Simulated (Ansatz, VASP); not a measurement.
**Rb in VASP and in Ansatz**

File INCAR:

```
PREC = Accurate
ENCUT = 520
EDIFF = 1E-7
ISMEAR = -1
SIGMA = 0.08
LREAL = False
LASPH = True
NELM = 80
ALGO = Normal
ISIF = 2
LWAVE = False
LCHARG = True
GGA = PE
LELF = True
LVHAR = True
NBANDS = 10
```

KPOINTS

```
Automatic mesh
0
Gamma
  10 10 10
```

The input POSCAR:

```
Rb
1.0
    0.0000000000      3.2890148965      3.2890148965
    3.2890148965      0.0000000000      3.2890148965
    3.2890148965      3.2890148965      0.0000000000
Rb
1
Direct
    0.0000000000      0.0000000000      0.0000000000
```

Input for Ansatz:

```yaml
crystal:
  lattice:
    - [0.0, 3.2890148965, 3.2890148965]
    - [3.2890148965, 0.0, 3.2890148965]
    - [3.2890148965, 3.2890148965, 0.0]
  atoms:
    - { symbol: Rb, position: [0.0, 0.0, 0.0] }
kpoints:
  mp_grid: { grid: [10, 10, 10] }
scf:
  occupations: { method: fermi_dirac, width: 0.08 }
hamiltonian:
  xc: pbe
  pseudopotentials: { kind: all_electron, lapw: { basis_error: 0.001 } }
output:
  forces: true
  stress: true
  eigenvalues: true
  populations: true
```

Change from the starting cell: volume scaled by 0.78, LAPW.

Alike in both runs: task single point; functional PBE; k mesh 10 × 10 × 10; occupations fermi-dirac, width 0.08 eV; no spin polarisation.

|  | VASP | Ansatz |
| --- | --- | --- |
| version | VASP 6.6.1 | Ansatz 0.2.0 |
| potentials or method | VASP PAW PBE potentials, release 64 (Rb_sv), cutoff 520 eV | all-electron LAPW, scalar-relativistic |

```tsv
	VASP	Ansatz	Ansatz less VASP
pressure (GPa)	1.1	1.1	0.00
```

Ansatz ran all-electron here, and VASP with PAW potentials.
